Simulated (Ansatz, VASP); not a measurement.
# Al in VASP and in Ansatz

File INCAR:

```
  ALGO = Normal
  EDIFF = 1E-7
  ENCUT = 520
  GGA = PS
  ISIF = 2
  ISMEAR = 1
  IVDW = 12
  LASPH = True
  LCHARG = False
  LNONCOLLINEAR = True
  LORBIT = 11
  LREAL = False
  LWAVE = False
  MAGMOM = 0.289 0.289 0.289
  NBANDS = 14
  NELM = 150
  PREC = Accurate
  SIGMA = 0.1
```

File KPOINTS:

```
k-points
0
Gamma
  8 8 8
```

Contents of POSCAR:

```
Al
1.0
    0.0000000000      2.0645171409      2.0645171409
    2.0645171409      0.0000000000      2.0645171409
    2.0645171409      2.0645171409      0.0000000000
Al
1
Direct
    0.0000000000      0.0000000000      0.0000000000
```

File input.yaml:

```yaml
crystal:
  lattice:
    - [0.0, 2.0645171409, 2.0645171409]
    - [2.0645171409, 0.0, 2.0645171409]
    - [2.0645171409, 2.0645171409, 0.0]
  atoms:
    - { symbol: Al, position: [0.0, 0.0, 0.0], spin: 0.501, spin_axis: [0.57735, 0.57735, 0.57735] }
kpoints:
  mp_grid: { grid: [8, 8, 8] }
scf:
  occupations: { method: cold, width: 0.1 }
hamiltonian:
  xc: pbesol
  dispersion: d3bj
  pseudopotentials: { kind: all_electron, lapw: { basis_error: 0.001 } }
magnetization:
  noncollinear: true
output:
  forces: true
  stress: true
  eigenvalues: true
```

Change from the starting cell: volume scaled by 1.06.

Alike in both runs: task single point; functional PBEsol; dispersion D3(BJ); k mesh 8 × 8 × 8; non-collinear spin.

|  | VASP | Ansatz |
| --- | --- | --- |
| version | VASP 6.6.1 | Ansatz 0.2.0 |
| potentials or method | VASP PAW PBE potentials, release 64 (Al), cutoff 520 eV | all-electron LAPW, scalar-relativistic |
| occupations | methfessel-paxton of order 1, width 0.1 eV | cold, width 0.1 eV |

```csv
,VASP,Ansatz,Ansatz less VASP
gap on the k mesh at the Fermi level (eV),none,none,-
pressure (GPa),-8.6,-8.7,-0.03
net moment per atom (μB),0.00,0.00,0.000
```

VASP's potentials were made for PBE, not for PBEsol. A gap of «none» marks a metal or a gap that the smearing closes. Ansatz ran all-electron here, and VASP with PAW potentials.

Noted on Ansatz's run: the program listed the state as in doubt; the k mesh is thin for a metal, which can move the energy by tens of meV per atom.
